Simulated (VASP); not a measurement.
Wanted: the native input for a VASP 6.6.1 run.

```
Task                   : single point
Functional             : PBE
Potentials or basis    : VASP PAW PBE potentials, release 64 (Al, Co)
Cutoff                 : 520 eV
k mesh                 : 20 × 20 × 20
Occupations            : gaussian, width 0.1 eV
Spin                   : no spin polarisation
Dipole correction      : no
Further INCAR settings : ALGO = Normal; EDIFF = 1e-06; NBANDS = 13
```

The structure of AlCo lies in POSCAR:

```
AlCo
1.0
    2.8519096652      0.0000000000      0.0000000000
    0.0000000000      2.8519096652      0.0000000000
    0.0000000000      0.0000000000      2.8519096652
Al Co
1 1
Direct
    0.5000000000      0.5000000000      0.5000000000
    0.0000000000      0.0000000000      0.0000000000
```

The input as run:

INCAR

```
SYSTEM = AlCo
PREC     = Accurate       ! precision mode
ENCUT    = 520            ! plane-wave cutoff, eV
EDIFF    = 1E-6           ! SCF threshold, eV
ISMEAR   = 0              ! smearing method
SIGMA    = 0.1            ! smearing width, eV
LREAL    = .False.        ! projectors in reciprocal space
LASPH    = .True.         ! aspherical terms in the spheres
NELM     = 80             ! most SCF steps
ALGO     = Normal         ! electronic algorithm
ISIF     = 2              ! what is computed and relaxed
LWAVE    = .False.        ! write WAVECAR
LCHARG   = .True.         ! write CHGCAR
GGA      = PE             ! functional
LELF     = .True.         ! ELF
LVHAR    = .True.       
NBANDS   = 13             ! bands
```

KPOINTS

```
regular mesh
0
Gamma
  20 20 20
  0 0 0
```

Potentials or basis: VASP PAW PBE potentials, release 64 (Al, Co).

The run is started by

```sh
$ cat potpaw_PBE.64/Al/POTCAR potpaw_PBE.64/Co/POTCAR > POTCAR
$ mpirun -np 1 vasp_std > vasp.out
```

Results of the run:

```
Pressure               : 0.0 GPa
Band gap on the k mesh : zero (band 6 reaches 12.93 eV, above the bottom of band 7 at 10.31 eV)
```

It took 20 s on 1 thread of Intel(R) Xeon(R) 6975P-C (Granite Rapids), with other jobs on the host, peak memory 0.21 GiB.
